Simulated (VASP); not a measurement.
Input of a VASP 6.6.1 run:

Contents of INCAR:

```
SYSTEM = BiS
PREC = Accurate
ENCUT = 520
EDIFF = 1E-6
ISMEAR = 0
SIGMA = 0.05
LREAL = .FALSE.
LASPH = .TRUE.
NELM = 80
ALGO = Normal
ISIF = 2
LWAVE = .FALSE.
LCHARG = .TRUE.
GGA = PS
LELF = .TRUE.
LVHAR = .TRUE.
NBANDS = 18
```

The input KPOINTS:

```
Automatic mesh
0
G
  8 8 8
  0 0 0
```

POSCAR

```
BiS
1.0
    0.0000000000      3.1934945459      3.1934945459
    3.1934945459      0.0000000000      3.1934945459
    3.1934945459      3.1934945459      0.0000000000
Bi S
1 1
Direct
    0.0000000000      0.0000000000      0.0000000000
    0.2500000000      0.2500000000      0.2500000000
```

Potentials or basis: VASP PAW PBE potentials, release 64 (Bi_d, S).

Command:

```bash
$ cat potpaw_PBE.64/Bi_d/POTCAR potpaw_PBE.64/S/POTCAR > POTCAR
$ mpirun -np 1 vasp_std > vasp.out
```

Estimate the pressure.

0.9 GPa.

Caveat: the PAW data sets were made with another functional, which shifts forces and pressure a little.
